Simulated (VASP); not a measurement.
Runs of VASP 6.6.1 on CoSn. The structure is that of space group P6/mmm (No. 191), or close to it. The cells are those of the table. 

```csv
task,cell,k mesh,cutoff (eV),smearing,gap on the mesh (eV),pressure (GPa)
single point,"a = 5.220, b = 5.220, c = 4.168 Å, angles 90.0, 90.0, 120.0°, 6 atoms",12 × 12 × 8,520,gaussian 0.1 eV,none,-0.1
relaxation of shape and atoms at fixed volume,"relaxed from a = 5.322, b = 5.322, c = 4.250 Å, angles 90.0, 90.0, 120.0°, 6 atoms",12 × 12 × 8,600,gaussian 0.1 eV,none,-7.4
single point,"a = 5.271, b = 5.271, c = 4.210 Å, angles 90.0, 90.0, 120.0°, 6 atoms",12 × 12 × 8,520,gaussian 0.1 eV,none,-4.1
single point,"a = 5.011, b = 5.011, c = 4.261 Å, angles 90.0, 90.0, 120.0°, 6 atoms",12 × 12 × 8,520,gaussian 0.1 eV,none,10.7
single point,"a = 5.220, b = 5.220, c = 4.252 Å, angles 90.0, 90.0, 120.0°, 6 atoms",12 × 12 × 8,520,gaussian 0.1 eV,none,(a)
single point,"a = 5.220, b = 5.220, c = 4.168 Å, angles 90.0, 90.0, 120.0°, 6 atoms",6 × 6 × 8,520,gaussian 0.15 eV,none,-0.1
single point,"a = 4.907, b = 4.907, c = 4.319 Å, angles 90.0, 90.0, 120.0°, 6 atoms",12 × 12 × 8,520,gaussian 0.1 eV,none,17.8
```

Alike in all rows: level PBEsol; potentials or basis VASP PAW PBE potentials, release 64 (Co, Sn_d); no spin polarisation.

Task: Fill in the values left out.

Result: (a) -2.8.

Caveats: the PAW data sets were made with another functional, which shifts forces and pressure a little; spin-orbit coupling is left out, which moves the levels of the heavy elements; the run has no spin polarisation, though such a crystal can be magnetic; the cell stands under pressure (at least some runs); the relaxation stopped at its first step, so nothing moved (at least some runs); the cell stands under tension (at least some runs).

A k mesh can miss the band edges, and the runs leave out spin-orbit coupling on Sn.

A gap of «none» marks levels without a gap at the run's occupations.
